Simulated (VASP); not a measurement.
# BeB15N15 (a cell with a defect) (Be_B-V_N) in VASP: a series of runs, part 2 of 2

VASP 6.6.1. Earlier steps stand in the parts before.

### 3 Single point, HSE06

POSCAR

```
BeB15N15
1.0
   -3.6241103844      3.6241103844     -3.6241103844
    3.6241103844      3.6241103844      3.6241103844
    3.6241103844     -3.6241103844     -3.6241103844
B Be N
15 1 15
Direct
    0.0007230840     -0.0013911302     -0.0580701486
    0.0054685876      0.2520473403      0.7461810319
    0.0054768392      0.4962593213      0.5019861473
    0.0007224056      0.6919951890      0.2485362962
    0.2541647241      0.0033516900      0.7461851100
    0.2541676875      0.4962533843      0.2532893083
    0.2427476426      0.7465371178     -0.0035263869
    0.4983679018      0.0033541604      0.5019825226
    0.4983614007      0.2520466493      0.2532843568
    0.5009628994      0.4988495278      0.0048467296
    0.5009695966      0.7549238415      0.7487839166
    0.6941169625     -0.0013898149      0.2485381506
    0.7486586716      0.2406317664     -0.0035248347
    0.7570335216      0.4988503205      0.7487789610
    0.7486561021      0.7465381001      0.4905602795
    0.2978627859      0.2957478271      0.5456798832
    0.0000091842      0.2455592563      0.0014939186
    0.0048303528      0.5004592961      0.7503954395
    0.0000097160      0.7515537735      0.4954921287
    0.2476723910     -0.0021101888      0.0014902622
    0.2511311982      0.2490146091      0.7621634349
    0.2511466712      0.5122515763      0.4989600789
    0.2476742808      0.7515598578      0.2478267254
    0.5025830210      0.0027202158      0.7504000535
    0.5143503164      0.2490193823      0.4989511196
    0.5025794627      0.5004609275      0.2526439156
    0.5038665495      0.7518145473      0.0017481975
    0.7536754894     -0.0021089323      0.4954883936
    0.7536838468      0.2455575342      0.2478269665
    0.7539305000      0.5017630895      0.0017466238
    0.7539322862      0.7518155548      0.7516852645
```

INCAR.step1

```
PREC     = Accurate       # precision mode
ENCUT    = 520            # plane-wave cutoff, eV
EDIFF    = 1E-5           # SCF threshold, eV
ISMEAR   = -1             # smearing method
SIGMA    = 0.01           # smearing width, eV
LREAL    = Auto         
LASPH    = True           # aspherical terms in the spheres
NELM     = 80             # most SCF steps
ALGO     = Normal         # electronic algorithm
ISIF     = 2              # what is computed and relaxed
LWAVE    = True           # write WAVECAR
LCHARG   = False          # write CHGCAR
GGA      = PE             # functional
NELECT   = 120.0        
NBANDS   = 82             # bands
```

INCAR.step2

```
PREC     = Accurate       # precision mode
ENCUT    = 520            # plane-wave cutoff, eV
EDIFF    = 1E-7           # SCF threshold, eV
ISMEAR   = -1             # smearing method
SIGMA    = 0.01           # smearing width, eV
LREAL    = Auto         
LASPH    = True           # aspherical terms in the spheres
NELM     = 80             # most SCF steps
ALGO     = Normal         # electronic algorithm
ISIF     = 2              # what is computed and relaxed
LWAVE    = False          # write WAVECAR
LCHARG   = False          # write CHGCAR
GGA      = PE             # functional
LHFCALC  = True           # exact exchange
HFSCREEN = 0.2079         # screening, 1/A
PRECFOCK = Fast         
ISTART   = 1            
NELECT   = 120.0        
NBANDS   = 82             # bands
```

KPOINTS

```
Automatic mesh
0
Gamma
  1 1 1
  0.25 0.25 0.25
```

Potentials or basis: VASP PAW PBE potentials, release 64 (B, Be, N).

Run with:

```bash
> cat potpaw_PBE.64/B/POTCAR potpaw_PBE.64/Be/POTCAR potpaw_PBE.64/N/POTCAR > POTCAR
> cp INCAR.step1 INCAR
> mpirun -np 1 vasp_std > vasp.out
> cp INCAR.step2 INCAR
> mpirun -np 1 vasp_std > vasp.out
```

It took 1.9 min on 1 thread of Intel Xeon 6975P-C (Granite Rapids), shared host; peak memory 0.45 GiB.

The run converged. Its results:

| Property | Result |
| --- | --- |
| Free energy | -321.5807 eV |
| Largest force | 0.128 eV/Å |

Forces in eV/Å, atoms in the order of the input:
```
B   -0.074  0.073  0.073
B    0.041 -0.010 -0.004
B    0.041  0.003  0.010
B   -0.074 -0.074 -0.074
B    0.003 -0.009 -0.041
B    0.003  0.041  0.010
B   -0.018 -0.003  0.003
B   -0.009  0.003 -0.041
B   -0.010  0.041 -0.004
B    0.015 -0.018 -0.014
B    0.014  0.014  0.017
B    0.073 -0.074  0.073
B   -0.003 -0.003  0.019
B   -0.018  0.015 -0.014
B   -0.003 -0.018  0.003
Be   0.051  0.051 -0.049
N   -0.054  0.029  0.026
N   -0.002 -0.007  0.007
N   -0.054 -0.025 -0.029
N   -0.025  0.029  0.054
N    0.025  0.016 -0.025
N    0.024  0.024 -0.016
N   -0.025 -0.054 -0.029
N   -0.007 -0.007  0.003
N    0.016  0.025 -0.025
N   -0.007 -0.002  0.007
N    0.063 -0.023  0.023
N    0.029 -0.025  0.054
N    0.029 -0.054  0.026
N   -0.024 -0.024 -0.064
N   -0.023  0.063  0.023
```

Levels at points of the mesh, in eV from the Fermi level:
| k point | band 56 | band 57 | band 58 | band 59 | band 60 | band 61 | band 62 | band 63 | band 64 | band 65 |
| --- | --- | --- | --- | --- | --- | --- | --- | --- | --- | --- |
| (0.25, 0.25, 0.25) | -0.86 | -0.86 | -0.74 | -0.29 | -0.29 | 3.88 | 6.90 | 6.90 | 8.43 | 9.62 |

Caveat: the k points lie up to 1.23 Å⁻¹ apart; the cell carries a net charge on a neutralising background, which shifts energy and pressure; the cell is charged against a uniform background, so pressure and absolute levels hang on convention; the PAW data sets were made with another functional, which shifts forces and pressure a little.

### 4 Single point, PBE

INCAR

```
ALGO = Normal
EDIFF = 1E-7
ENCUT = 520
GGA = PE
ISIF = 2
ISMEAR = 0
LASPH = True
LCHARG = False
LREAL = Auto
LWAVE = False
NBANDS = 82
NELM = 80
PREC = Accurate
SIGMA = 0.01
```

KPOINTS is that of step 3.

POSCAR

```
BeB15N15
1.0
   -3.6241103800      3.6241103800     -3.6241103800
    3.6241103800      3.6241103800      3.6241103800
    3.6241103800     -3.6241103800     -3.6241103800
B Be N
15 1 15
Direct
   -0.0019083987     -0.0030621174     -0.0124004695
    0.0032538634      0.2486770424      0.7498202438
    0.0032475835      0.4996852143      0.4988008685
   -0.0018947747      0.7374158856      0.2470735525
    0.2498451508      0.0020942500      0.7498345882
    0.2498368072      0.4996837681      0.2522153472
    0.2485060714      0.7489845438     -0.0008922010
    0.5008681592      0.0020907627      0.4988081226
    0.5008564627      0.2486742440      0.2522163318
    0.4975378127      0.4963822092     -0.0015062124
    0.4975378334      0.7483527213      0.7465028832
    0.7386387501     -0.0030547748      0.2470578619
    0.7501461228      0.2473358422     -0.0008880837
    0.7495224927      0.4963761236      0.7465009450
    0.7501437877      0.7489831752      0.4974714554
    0.2465866384      0.2454253916      0.4955515040
   -0.0012326158      0.2472867307      0.0020341022
    0.0026608619      0.5000828201      0.7502063908
   -0.0012267651      0.7519152928      0.4974189768
    0.2484473608     -0.0023928416      0.0020466607
    0.2482775362      0.2471113044      0.7593370728
    0.2482731948      0.5091987541      0.4972393777
    0.2484518788      0.7519136201      0.2477349224
    0.5012433779      0.0014972025      0.7502083756
    0.5103667530      0.2471059843      0.4972378646
    0.5012423787      0.5000825676      0.2516289654
    0.5020293532      0.7495756287     -0.0002993429
    0.7530822832     -0.0023916728      0.4974144111
    0.7530665066      0.2472907963      0.2477325697
    0.7507382618      0.5008684911     -0.0002955903
    0.7507325222      0.7495690765      0.7509922004
```

Run with:

```bash
> cat potpaw_PBE.64/B/POTCAR potpaw_PBE.64/Be/POTCAR potpaw_PBE.64/N/POTCAR > POTCAR
> mpirun -np 1 vasp_std > vasp.out
```

It took 51 s on 1 thread of Intel Xeon Platinum 8259CL at 2.50GHz (Skylake/Cascade Lake), shared host; peak memory 0.33 GiB.

Results (log left out):

```yaml
Free_energy: -262.4145 eV
Pressure: 1.4 GPa
Largest_force: 0.028 eV/Å
Band_gap_on_the_k_mesh: 4.85 eV
```

Forces on the atoms (eV/Å):
```
B    0.014 -0.014 -0.015
B    0.008 -0.008  0.007
B    0.010 -0.007  0.008
B    0.016  0.016  0.016
B   -0.008 -0.008 -0.007
B   -0.007  0.010  0.008
B   -0.003  0.003 -0.004
B   -0.008 -0.008 -0.007
B   -0.008  0.008  0.007
B    0.002  0.006 -0.003
B    0.003  0.003 -0.005
B   -0.014  0.014 -0.015
B    0.003  0.003  0.005
B    0.006  0.002 -0.003
B    0.003 -0.003 -0.004
Be  -0.008 -0.008  0.008
N    0.001  0.006  0.001
N   -0.004 -0.001  0.000
N    0.000 -0.003 -0.008
N   -0.002  0.007 -0.001
N   -0.001  0.005  0.002
N   -0.001 -0.001 -0.003
N   -0.003  0.000 -0.008
N   -0.001 -0.001  0.003
N    0.005 -0.001  0.002
N   -0.001 -0.004  0.000
N   -0.005 -0.005  0.005
N    0.007 -0.002 -0.001
N    0.006  0.001  0.001
N   -0.006 -0.006  0.006
N   -0.005 -0.005  0.005
```

Stress tensor (GPa, compression positive):
```
 1.37 -1.17  1.18
-1.17  1.37  1.18
 1.18  1.18  1.37
```

Levels at points of the mesh, in eV from the valence-band top:
```
           k point  band 57  band 58  band 59  band 60  band 61  band 62  band 63  band 64  band 65  band 66
(0.25, 0.25, 0.25)    -0.88    -0.85    -0.40    -0.40     0.00     4.85     4.85     6.61     7.79     7.94
```

Caveat: the k points lie up to 1.23 Å⁻¹ apart.

### 5 Single point, PBE

INCAR

```
SYSTEM = BeB15N15
PREC = Accurate
ENCUT = 520
EDIFF = 1E-6
ISMEAR = -1
SIGMA = 0.01
LREAL = Auto
LASPH = .True.
NELM = 100
ALGO = Normal
ISIF = 2
LWAVE = .False.
LCHARG = .False.
GGA = PE
NELECT = 120.0
NBANDS = 82
```

KPOINTS is that of step 4.

POSCAR

```
BeB15N15
1.0
   -3.6241103800      3.6241103800     -3.6241103800
    3.6241103800      3.6241103800      3.6241103800
    3.6241103800     -3.6241103800     -3.6241103800
B Be N
15 1 15
Direct
    0.0007230840     -0.0013911302     -0.0580701486
    0.0054685876      0.2520473403      0.7461810319
    0.0054768392      0.4962593213      0.5019861473
    0.0007224056      0.6919951890      0.2485362962
    0.2541647241      0.0033516900      0.7461851100
    0.2541676875      0.4962533843      0.2532893083
    0.2427476426      0.7465371178     -0.0035263869
    0.4983679018      0.0033541604      0.5019825226
    0.4983614007      0.2520466493      0.2532843568
    0.5009628994      0.4988495278      0.0048467296
    0.5009695966      0.7549238415      0.7487839166
    0.6941169625     -0.0013898149      0.2485381506
    0.7486586716      0.2406317664     -0.0035248347
    0.7570335216      0.4988503205      0.7487789610
    0.7486561021      0.7465381001      0.4905602795
    0.2978627859      0.2957478271      0.5456798832
    0.0000091842      0.2455592563      0.0014939186
    0.0048303528      0.5004592961      0.7503954395
    0.0000097160      0.7515537735      0.4954921287
    0.2476723910     -0.0021101888      0.0014902622
    0.2511311982      0.2490146091      0.7621634349
    0.2511466712      0.5122515763      0.4989600789
    0.2476742808      0.7515598578      0.2478267254
    0.5025830210      0.0027202158      0.7504000535
    0.5143503164      0.2490193823      0.4989511196
    0.5025794627      0.5004609275      0.2526439156
    0.5038665495      0.7518145473      0.0017481975
    0.7536754894     -0.0021089323      0.4954883936
    0.7536838468      0.2455575342      0.2478269665
    0.7539305000      0.5017630895      0.0017466238
    0.7539322862      0.7518155548      0.7516852645
```

Run with:

```bash
> cat potpaw_PBE.64/B/POTCAR potpaw_PBE.64/Be/POTCAR potpaw_PBE.64/N/POTCAR > POTCAR
> mpirun -np 1 vasp_std > vasp.out
```

Wall time 47 s (1 thread of Intel Xeon Platinum 8259CL at 2.50GHz (Skylake/Cascade Lake), shared host); peak memory 0.33 GiB.

The run converged. Its results:

* Free energy: -277.8529 eV
* Largest force: 0.020 eV/Å

Forces in eV/Å, atoms in the order of the input:
```
B    0.006 -0.006 -0.006
B    0.004 -0.014  0.004
B    0.003 -0.004  0.014
B    0.006  0.006  0.005
B   -0.004 -0.013 -0.004
B   -0.004  0.003  0.014
B    0.001  0.008 -0.008
B   -0.013 -0.004 -0.004
B   -0.014  0.004  0.004
B   -0.003  0.014  0.003
B   -0.003 -0.003 -0.015
B   -0.006  0.006 -0.006
B    0.008  0.008  0.000
B    0.014 -0.003  0.003
B    0.008  0.001 -0.008
Be  -0.004 -0.004  0.005
N    0.012  0.011  0.006
N   -0.002 -0.001  0.001
N    0.012 -0.005 -0.011
N   -0.006  0.011 -0.012
N   -0.003  0.008  0.003
N   -0.004 -0.004 -0.008
N   -0.005  0.012 -0.011
N   -0.001 -0.001  0.002
N    0.008 -0.003  0.003
N   -0.001 -0.002  0.001
N   -0.017 -0.007  0.007
N    0.011 -0.006 -0.012
N    0.011  0.012  0.006
N   -0.008 -0.008  0.016
N   -0.007 -0.017  0.007
```

Levels at points of the mesh, in eV from the Fermi level:
| k point | band 58 | band 59 | band 60 | band 61 | band 62 | band 63 |
| --- | --- | --- | --- | --- | --- | --- |
| (0.25, 0.25, 0.25) | -0.73 | -0.27 | -0.27 | 2.49 | 5.26 | 5.26 |

Caveat: the k points lie up to 1.23 Å⁻¹ apart; the cell carries a net charge on a neutralising background, which shifts energy and pressure; the cell is charged against a uniform background, so pressure and absolute levels hang on convention.
